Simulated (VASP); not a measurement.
Runs of VASP 6.6.1 on Si2Ni. The structure is that of space group Fm-3m (No. 225), or close to it. The cells are those of the table. 

| task | cell | cutoff (eV) | gap on the mesh (eV) | pressure (GPa) |
| --- | --- | --- | --- | --- |
| single point | a = 3.730 Å, angles 60.0°, 3 atoms | 520 | none | 12.1 |
| single point | a = 3.568 Å, angles 60.0°, 3 atoms | 520 | none | 50.0 |
| relaxation of cell and atoms | relaxed to 90 GPa from a = 3.474 Å, angles 60.0°, 3 atoms | 600 | none | 90.0 |
| single point | a = 3.820 Å, angles 60.0°, 3 atoms | 520 | none | (a) |
| single point | a = 3.804 Å, angles 60.0°, 3 atoms | 520 | none | 1.1 |

Alike in all rows: level PBEsol; potentials or basis VASP PAW PBE potentials, release 64 (Si, Ni); no spin polarisation; k mesh 14 × 14 × 14; smearing gaussian 0.1 eV.

Problem. Estimate the missing entries.

Solution. (a) -0.9.

Caveats: the PAW data sets were made with another functional, which shifts forces and pressure a little; the cell stands under pressure (at least some runs); the cell is relaxed towards a set pressure, so the run minimises the enthalpy, not the energy (at least some runs).

A gap of «none» marks levels without a gap at the run's occupations.
